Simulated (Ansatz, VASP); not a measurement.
Os in VASP and in Ansatz

```
Os
1.0
     2.73410    0.00000    0.00000
    -1.36705    2.36780    0.00000
     0.00000    0.00000    4.40609
Os
2
Direct
  0.33333 0.66667 0.25000
  0.66667 0.33333 0.75000
```

Change from the starting cell: zz strain of +2 %, crystal datasets.

Alike in both runs: task electric field gradients; functional PBEsol; k mesh 17 × 17 × 10; occupations fermi-dirac, width 0.08 eV; no spin polarisation.

```csv
,VASP,Ansatz
version,VASP 6.6.1,Ansatz 0.2.0
potentials or method,"VASP PAW PBE potentials, release 64 (Os), cutoff 520 eV","all-electron PAW with datasets made for the crystal, scalar-relativistic"
```

|  | VASP | Ansatz | Ansatz less VASP |
| --- | --- | --- | --- |
| pressure (GPa) | -10.6 | -10.8 | -0.16 |
| traceless stress, the component that is largest in VASP (GPa) | -8.24 | -8.25 | -0.007 |
| size of Vzz on the site where it differs most (V/Å²) | 34.6 | 25.9 | -8.74 |

VASP's potentials were made for PBE, not for PBEsol. Ansatz ran all-electron here, and VASP with PAW potentials.

Spin-orbit coupling is off throughout.
